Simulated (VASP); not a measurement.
# ScGa2N3 (P3m1) in VASP: notebook

The runs below take ScGa2N3 through single point, relaxation of cell and atoms, with PBE.

All numbers are computed with VASP 6.6.1; they aren't measurements. Logs are shortened: lines on timing, memory, paths and dates and some standing lists are left out, and cuts for length are marked.

## 1. The cell of the first run

The structure is trigonal, space group P3m1 (No. 156). The conventional cell has a = 3.298 Å, b = 3.298 Å, c = 8.100 Å, α = 90.00°, β = 90.00°, γ = 120.00°. Within 2.7 Å of Sc (site symmetry 3m) lie 4 N at 2.05 to 2.13 Å. Ga (site symmetry 3m) has 4 N at 1.97 to 2.01 Å within 2.6 Å. Within 2.6 Å of Ga (site symmetry 3m) lie 4 N at 1.97 to 2.01 Å. N (site symmetry 3m) has 1 Ga at 1.97 Å and 3 Sc at 2.05 Å within 2.6 Å. Within 2.7 Å of N (site symmetry 3m) lie 3 Ga at 2.01 Å and 1 Sc at 2.13 Å. N (site symmetry 3m) has 4 Ga at 1.97 to 2.01 Å within 2.6 Å.

## 2. Single point, PBE

Contents of INCAR:

```
SYSTEM = ScGa2N3
PREC = Accurate
ENCUT = 520
EDIFF = 1E-6
ISMEAR = 0
SIGMA = 0.15
LREAL = .FALSE.
LASPH = .TRUE.
NELM = 80
ALGO = Normal
ISIF = 2
LWAVE = .FALSE.
LCHARG = .FALSE.
GGA = PE
NBANDS = 35
```

Contents of KPOINTS:

```
regular mesh
0
G
  4 4 2
  0 0 0
```

Contents of POSCAR:

```
ScGa2N3
1.0
    3.2980242992      0.0000000000      0.0000000000
   -1.6490121496      2.8561728254      0.0000000000
    0.0000000000      0.0000000000      8.0998219608
Sc Ga N
1 2 3
Direct
    0.0000000000      0.0000000000     -0.0016340893
    0.6666666667      0.3333333333      0.6617433806
    0.3333333333      0.6666666667      0.3403915490
    0.6666666667      0.3333333333      0.9046601904
    0.0000000000      0.0000000000      0.2610818497
    0.3333333333      0.6666666667      0.5837571195
```

Potentials or basis: VASP PAW PBE potentials, release 64 (Sc_sv, Ga_d, N).

On the command line:

```console
cat potpaw_PBE.64/Sc_sv/POTCAR potpaw_PBE.64/Ga_d/POTCAR potpaw_PBE.64/N/POTCAR > POTCAR
mpirun -np 1 vasp_std > vasp.out
```

OUTCAR:

```text
SYSTEM = ScGa2N3
   PREC = Accurate
   ENCUT = 520
   EDIFF = 1E-6
   ISMEAR = 0
   LREAL = .FALSE.
   LASPH = .TRUE.
   NELM = 80
   ISIF = 2
   GGA = PE

 ion  position               nearest neighbor table
   1  0.000  0.000  0.998-   4 2.05   4 2.05   4 2.05   5 2.13
   2  0.667  0.333  0.662-   4 1.97   6 2.01   6 2.01   6 2.01
   3  0.333  0.667  0.340-   6 1.97   5 2.01   5 2.01   5 2.01
   4  0.667  0.333  0.905-   2 1.97   1 2.05   1 2.05   1 2.05
   5  0.000  0.000  0.261-   3 2.01   3 2.01   3 2.01   1 2.13
   6  0.333  0.667  0.584-   3 1.97   2 2.01   2 2.01   2 2.01

  LATTYP: Found a hexagonal cell.
 ALAT       =     3.2980242992
 C/A-ratio  =     2.4559618808

  Lattice vectors:

 A1 = (   3.2980242992,   0.0000000000,   0.0000000000)
 A2 = (  -1.6490121496,   2.8561728254,   0.0000000000)
 A3 = (   0.0000000000,   0.0000000000,   8.0998219608)

Analysis of symmetry for initial positions (statically):
=====================================================================
 Subroutine PRICEL returns:
 Original cell was already a primitive cell.

 Routine SETGRP: Setting up the symmetry group for a
 hexagonal supercell.

 Subroutine GETGRP returns: Found  6 space group operations
 (whereof  6 operations were pure point group operations)
 out of a pool of 24 trial point group operations.

The static configuration has the point symmetry C_3v.

Analysis of symmetry for dynamics (positions and initial velocities):
=====================================================================
 Subroutine PRICEL returns:
 Original cell was already a primitive cell.

 Routine SETGRP: Setting up the symmetry group for a
 hexagonal supercell.

 Subroutine GETGRP returns: Found  6 space group operations
 (whereof  6 operations were pure point group operations)
 out of a pool of 24 trial point group operations.

The dynamic configuration has the point symmetry C_3v.

 Subroutine INISYM returns: Found  6 space group operations
 (whereof  6 operations are pure point group operations),
 and found     1 'primitive' translations

----------------------------------------------------------------------------------------

                                     Primitive cell

  volume of cell :      76.2981

  direct lattice vectors                    reciprocal lattice vectors
     3.298024299  0.000000000  0.000000000     0.303211835  0.175059435  0.000000000
    -1.649012150  2.856172825  0.000000000     0.000000000  0.350118869  0.000000000
     0.000000000  0.000000000  8.099821961     0.000000000  0.000000000  0.123459504

  length of vectors
     3.298024299  3.298024299  8.099821961     0.350118869  0.350118869  0.123459504

  position of ions in fractional coordinates (direct lattice)
     0.000000000  0.000000000  0.998365911
     0.666666667  0.333333333  0.661743381
     0.333333333  0.666666667  0.340391549
     0.666666667  0.333333333  0.904660190
     0.000000000  0.000000000  0.261081850
     0.333333333  0.666666667  0.583757119

  ion indices of the primitive-cell ions
   primitive index   ion index
                 1           1
                 2           2
                 3           3
                 4           4
                 5           5
                 6           6

----------------------------------------------------------------------------------------

 KPOINTS: regular mesh

Automatic generation of k-mesh.
 Grid dimensions read from file:
 generate k-points for:    4    4    2

 Generating k-lattice:

  Cartesian coordinates                     Fractional coordinates (reciprocal lattice)
     0.075802959  0.043764859  0.000000000     0.250000000  0.000000000  0.000000000
     0.000000000  0.087529717  0.000000000     0.000000000  0.250000000  0.000000000
     0.000000000  0.000000000  0.061729752     0.000000000  0.000000000  0.500000000

  Length of vectors
     0.087529717  0.087529717  0.061729752

  Shift w.r.t. Gamma in fractional coordinates (k-lattice)
     0.000000000  0.000000000  0.000000000

 Subroutine IBZKPT returns following result:
 ===========================================

 Found      8 irreducible k-points:

 Following reciprocal coordinates:
            Coordinates               Weight
  0.000000  0.000000  0.000000      1.000000
  0.250000  0.000000  0.000000      6.000000
  0.500000  0.000000  0.000000      3.000000
  0.250000  0.250000  0.000000      6.000000
  0.000000  0.000000  0.500000      1.000000
  0.250000  0.000000  0.500000      6.000000
  0.500000  0.000000  0.500000      3.000000
  0.250000  0.250000  0.500000      6.000000
   k-points           NKPTS =      8   k-points in BZ     NKDIM =      8   number of bands    NBANDS=     35
   number of dos      NEDOS =    301   number of ions     NIONS =      6
   total plane-waves  NPLWV =  47040
   dimension x,y,z NGX =    28 NGY =   28 NGZ =   60
   dimension x,y,z NGXF=    56 NGYF=   56 NGZF=  120
   ions per type =               1   2   3
   NGX,Y,Z   is equivalent  to a cutoff of  14.11, 14.11, 12.31 a.u.
   NGXF,Y,Z  is equivalent  to a cutoff of  28.23, 28.23, 24.63 a.u.
 SYSTEM =  ScGa2N3
   PREC   = accura    normal or accurate (medium, high low for compatibility)
   ISTART =      0    job   : 0-new  1-cont  2-samecut
   ICHARG =      2    charge: 1-file 2-atom 10-const
   ISPIN  =      1    spin polarized calculation?
   LNONCOLLINEAR =      F non collinear calculations
   LSORBIT =      F    spin-orbit coupling
   LASPH  =      T    aspherical Exc in radial PAW
   ENCUT  =  520.0 eV  38.22 Ry    6.18 a.u.   6.13  6.13 15.06*2*pi/ulx,y,z
   NELM   =     80;   NELMIN=  2; NELMDL= -5     # of ELM steps
   EDIFF  = 0.1E-05   stopping-criterion for ELM
   LREAL  =      F    real-space projection
   EDIFFG = 0.1E-04   stopping-criterion for IOM
   NSW    =      0    number of steps for IOM
   IBRION =     -1    ionic relax: 0-MD 1-quasi-New 2-CG
   NFREE  =      0    steps in history (QN), initial steepest desc. (CG)
   ISIF   =      2    stress and relaxation
   ISYM   =      2    0-nonsym 1-usesym 2-fastsym
   POTIM  = 0.5000    time-step for ionic-motion
   TEBEG  =    0.0;   TEEND  =   0.0 temperature during run
   PSTRESS=    0.0 pullay stress
   NELECT =      52.0000    total number of electrons
   NUPDOWN=      -1.0000    fix difference up-down
   EMIN   =  10.00;   EMAX   =-10.00  energy-range for DOS
   EFERMI =   0.00;   METHOD = LEGACY
   ISMEAR =     0;   SIGMA  =   0.15  broadening in eV -4-tet -1-fermi 0-gaus
   EFERMI_NEDOS =   21; number of points for ismear=-14 and -15
   IALGO  =     38    algorithm
   IMIX   =      4    mixing-type and parameters
     AMIX     =   0.40;   BMIX     =  1.00
     AMIX_MAG =   1.60;   BMIX_MAG =  1.00
  volume/ion in A,a.u.               =      12.72        85.81
  Fermi-wavevector in a.u.,A,eV,Ry     =   1.440693  2.722514 28.240189  2.075595
  Thomas-Fermi vector in A             =   2.559408
   LORBIT       =      0    0 simple, 1 ext, 2 COOP (PROOUT), +10 PAW based schemes
   GGA     = PE    functional components
   LHFCALC =     F    Hartree Fock is set to
   AEXX    =    0.0000 exact exchange contribution
   IVDW    =     0    specifies the selected vdW correction
   LEPSILON=     F    determine dielectric tensor
   LRPA    =     F    only Hartree local field effects (RPA)
 non-spin polarized calculation
 Gauss-broadening in eV      SIGMA  =   0.15
  energy-cutoff  :      520.00
  volume of cell :       76.30
 maximum number of plane-waves:      2072
 NGX is ok and might be reduce to    28
   NGX = 13   NGY = 13   NGZ = 31

 number of electron      51.9999996 magnetization

 Free energy of the ion-electron system (eV)
  ---------------------------------------------------
  ext. energy  EPLUGINS =         0.00000000
  ---------------------------------------------------
  free energy    TOTEN  =       -41.69713351 eV

  energy without entropy =      -41.69713351  energy(sigma->0) =      -41.69713351

 E-fermi :   4.6900     XC(G=0): -11.0806

 val. band max:        4.0175896684   @ k =   0.0000   0.0000   0.5000
 cond. band min:       5.8817920271   @ k =   0.0000   0.0000   0.0000
 fundamental gap:      1.8642023587
 Fermi energy:         4.6900109948

 k-point     1 :       0.0000    0.0000    0.0000
  band No.  band energies     occupation
      1     -43.1749      2.00000
      2     -21.9419      2.00000
      3     -21.7382      2.00000
      4     -21.7382      2.00000
      5     -10.8242      2.00000
      6     -10.1922      2.00000
[... 27 lines left out ...]
     34      11.6048      0.00000
     35      13.4770      0.00000

 k-point     2 :       0.2500    0.0000    0.0000
  band No.  band energies     occupation
      1     -43.1520      2.00000
      2     -21.9779      2.00000
      3     -21.8881      2.00000
      4     -21.7836      2.00000
      5     -10.5685      2.00000
      6     -10.0550      2.00000
[... 27 lines left out ...]
     34      11.5731      0.00000
     35      12.4819      0.00000

 k-point     3 :       0.5000    0.0000    0.0000
  band No.  band energies     occupation
      1     -43.1289      2.00000
      2     -22.1774      2.00000
      3     -21.8645      2.00000
      4     -21.8286      2.00000
      5     -10.4380      2.00000
      6     -10.0132      2.00000
[... 27 lines left out ...]
     34      10.9986      0.00000
     35      12.4374      0.00000

 k-point     4 :       0.2500    0.2500    0.0000
  band No.  band energies     occupation
      1     -43.1289      2.00000
      2     -22.1056      2.00000
      3     -21.9056      2.00000
      4     -21.8634      2.00000
      5     -10.4314      2.00000
      6      -9.9977      2.00000
[... 27 lines left out ...]
     34      11.6778      0.00000
     35      12.5372      0.00000

 k-point     5 :       0.0000    0.0000    0.5000
  band No.  band energies     occupation
      1     -43.1749      2.00000
      2     -21.9419      2.00000
      3     -21.7382      2.00000
      4     -21.7382      2.00000
      5     -10.7925      2.00000
      6     -10.1872      2.00000
[... 27 lines left out ...]
     34      11.5749      0.00000
     35      13.2803      0.00000

 k-point     6 :       0.2500    0.0000    0.5000
  band No.  band energies     occupation
      1     -43.1520      2.00000
      2     -21.9779      2.00000
      3     -21.8881      2.00000
      4     -21.7836      2.00000
      5     -10.5618      2.00000
      6     -10.0514      2.00000
[... 27 lines left out ...]
     34      11.6073      0.00000
     35      12.1675      0.00000

 k-point     7 :       0.5000    0.0000    0.5000
  band No.  band energies     occupation
      1     -43.1289      2.00000
      2     -22.1774      2.00000
      3     -21.8645      2.00000
      4     -21.8286      2.00000
      5     -10.4390      2.00000
      6     -10.0147      2.00000
[... 27 lines left out ...]
     34      11.3806      0.00000
     35      12.2421      0.00000

 k-point     8 :       0.2500    0.2500    0.5000
  band No.  band energies     occupation
      1     -43.1289      2.00000
      2     -22.1056      2.00000
      3     -21.9056      2.00000
      4     -21.8634      2.00000
      5     -10.4314      2.00000
      6      -9.9979      2.00000
[... 27 lines left out ...]
     34      11.7821      0.00000
     35      12.2580      0.00000

------------------------ aborting loop because EDIFF is reached ----------------------------------------

  FORCE on cell =-STRESS in cart. coord.  units (eV):
  Direction    XX          YY          ZZ          XY          YZ          ZX
  --------------------------------------------------------------------------------------
  -------------------------------------------------------------------------------------
  Total        0.1045494      0.1045494      0.2755413      0.0000000      0.0000000      0.0000000
  in kB        2.1954227      2.1954227      5.7860680      0.0000000      0.0000000      0.0000000
  external PRESSURE =       3.3923044 kB  Pullay stress =       0.0000000 kB

 VOLUME and BASIS-vectors are now :
 -----------------------------------------------------------------------------
  energy-cutoff  :      520.00
  volume of cell :       76.30
      direct lattice vectors                 reciprocal lattice vectors
     3.298024299  0.000000000  0.000000000     0.303211835  0.175059435  0.000000000
    -1.649012150  2.856172825  0.000000000     0.000000000  0.350118869  0.000000000
     0.000000000  0.000000000  8.099821961     0.000000000  0.000000000  0.123459504

 POSITION                                       TOTAL-FORCE (eV/Angst)
 -----------------------------------------------------------------------------------
      0.00000      0.00000      8.08659        -0.000000      0.000000      0.005586
      1.64901      0.95206      5.36000        -0.000000      0.000000     -0.037001
     -0.00000      1.90412      2.75711         0.000000     -0.000000     -0.024026
      1.64901      0.95206      7.32759        -0.000000      0.000000     -0.024927
      0.00000      0.00000      2.11472        -0.000000      0.000000      0.057440
     -0.00000      1.90412      4.72833         0.000000      0.000000      0.022928
 -----------------------------------------------------------------------------------
    total drift:                               -0.000001      0.000001      0.000176

  FREE ENERGIE OF THE ION-ELECTRON SYSTEM (eV)
  ---------------------------------------------------
  free  energy   TOTEN  =       -41.6971335123 eV

  energy  without entropy=      -41.6971335123  energy(sigma->0) =      -41.69713351
```

Wall time 46 s (1 thread of Oxide Virtual Turin-like, shared host); peak memory 0.17 GiB.

What came out:

- Free energy: -41.6971 eV
- Pressure: 0.3 GPa
- Largest force: 0.057 eV/Å
- Band gap on the k mesh: 1.86 eV, indirect (least direct gap 1.93 eV)

Forces on the atoms (eV/Å):
```
Sc   0.000  0.000  0.006
Ga   0.000  0.000 -0.037
Ga   0.000  0.000 -0.024
N    0.000  0.000 -0.025
N    0.000  0.000  0.057
N    0.000  0.000  0.023
```

Stress tensor (GPa, compression positive):
```
0.22 0.00 0.00
0.00 0.22 0.00
0.00 0.00 0.58
```

Caveat: the k points lie up to 0.55 Å⁻¹ apart.

## 3. Relaxation of cell and atoms, PBE

This run uses another cell than the first one, of 13.12 Å³/atom, 1.032 times its volume.

Contents of INCAR:

```
PREC = Accurate ; ENCUT = 600
EDIFF = 1E-6 ; ISMEAR = 0
SIGMA = 0.15 ; LREAL = F
LASPH = T ; NELM = 80
ALGO = Normal ; ISIF = 3
LWAVE = F ; LCHARG = F
GGA = PE ; IBRION = 2
NSW = 36 ; EDIFFG = -0.08
```

Contents of KPOINTS:

```
regular mesh
0
Gamma
  4 4 2
```

Contents of POSCAR:

```
ScGa2N3
1.0
    3.3500000000      0.0000000000      0.0000000000
   -1.6750000000      2.9011851000      0.0000000000
    0.0000000000      0.0000000000      8.1000000000
Sc Ga N
1 2 3
Direct
    0.0000000000      0.0000000000      0.0000000000
    0.6666666700      0.3333333300      0.6667000000
    0.3333333300      0.6666666700      0.3333000000
    0.6666666700      0.3333333300      0.9167000000
    0.0000000000      0.0000000000      0.2500000000
    0.3333333300      0.6666666700      0.5833000000
```

Potentials or basis: VASP PAW PBE potentials, release 64 (Sc_sv, Ga_d, N).

On the command line:

```console
cat potpaw_PBE.64/Sc_sv/POTCAR potpaw_PBE.64/Ga_d/POTCAR potpaw_PBE.64/N/POTCAR > POTCAR
mpirun -np 1 vasp_std > vasp.out
```

Wall time 3.3 min (1 thread of Oxide Virtual Turin-like, shared host); peak memory 0.21 GiB.

The run converged. Its results:

```
Free energy                            : -41.7047 eV
Relaxed volume                         : 12.73 Å³/atom
Relaxed cell                           : a = 3.301 Å, b = 3.301 Å, c = 8.095 Å, α = 90.00°, β = 90.00°, γ = 120.00°
Space group after relaxing (to 0.05 Å) : P3m1 (No. 156)
Energy gained by relaxing              : 29.9 meV/atom
Ionic steps                            : 7
Pressure after relaxing                : 0.0 GPa
Largest force after relaxing           : 0.065 eV/Å
Band gap on the k mesh                 : 1.86 eV, indirect (least direct gap 1.92 eV)
```

Forces on the atoms (eV/Å):
```
Sc   0.000  0.000  0.030
Ga   0.000  0.000  0.065
Ga   0.000  0.000 -0.003
N    0.000  0.000 -0.038
N    0.000  0.000 -0.003
N    0.000  0.000 -0.052
```

Stress tensor (GPa, compression positive):
```
-0.15  0.00  0.00
 0.00 -0.15  0.00
 0.00  0.00  0.29
```

The path:
| step | energy change (eV) | largest force (eV/Å) | pressure (GPa) | volume (Å³) |
| --- | --- | --- | --- | --- |
| 1 | 0.0000 | 1.6233 | -3.15 | 78.72 |
| 2 | -0.1295 | 0.7520 | 1.67 | 75.82 |
| 3 | -0.1311 | 0.6971 | 1.07 | 76.11 |
| 4 | -0.1749 | 0.2473 | 0.24 | 76.28 |
| 5 | -0.1756 | 0.2183 | 0.12 | 76.31 |
| 6 | -0.1788 | 0.1567 | -0.06 | 76.43 |
| 7 | -0.1792 | 0.0653 | 0.00 | 76.40 |

Final structure:
```
Sc Ga N
1.0
     3.30115    0.00000    0.00000
    -1.65058    2.85888    0.00000
     0.00000    0.00000    8.09541
Sc Ga N
1 2 3
Direct
  0.00000 0.00000 0.99809
  0.66667 0.33333 0.66099
  0.33333 0.66667 0.34032
  0.66667 0.33333 0.90466
  0.00000 0.00000 0.26172
  0.33333 0.66667 0.58423
```

Levels at points of the mesh, in eV from the valence-band top:
| k point | band 22 | band 23 | band 24 | band 25 | band 26 | band 27 | band 28 | band 29 | band 30 | band 31 |
| --- | --- | --- | --- | --- | --- | --- | --- | --- | --- | --- |
| (0.00, 0.00, 0.00) | -0.47 | -0.47 | -0.39 | -0.06 | -0.06 | 1.86 | 3.90 | 4.83 | 4.83 | 6.04 |
| (0.50, 0.00, 0.00) | -2.01 | -1.42 | -1.41 | -0.80 | -0.41 | 2.82 | 4.26 | 4.97 | 5.31 | 5.52 |
| (0.00, 0.00, 0.50) | -0.72 | -0.55 | -0.55 | 0.00 | 0.00 | 2.80 | 3.18 | 4.83 | 4.83 | 6.00 |
| (0.50, 0.00, 0.50) | -2.03 | -1.53 | -1.15 | -0.78 | -0.58 | 3.30 | 3.81 | 4.46 | 5.50 | 5.74 |

Caveat: the k points lie up to 0.55 Å⁻¹ apart in the final cell; the relaxation stopped at a loose force limit of 0.08 eV/Å, so its end isn't a converged minimum. A k mesh can miss the band edges.
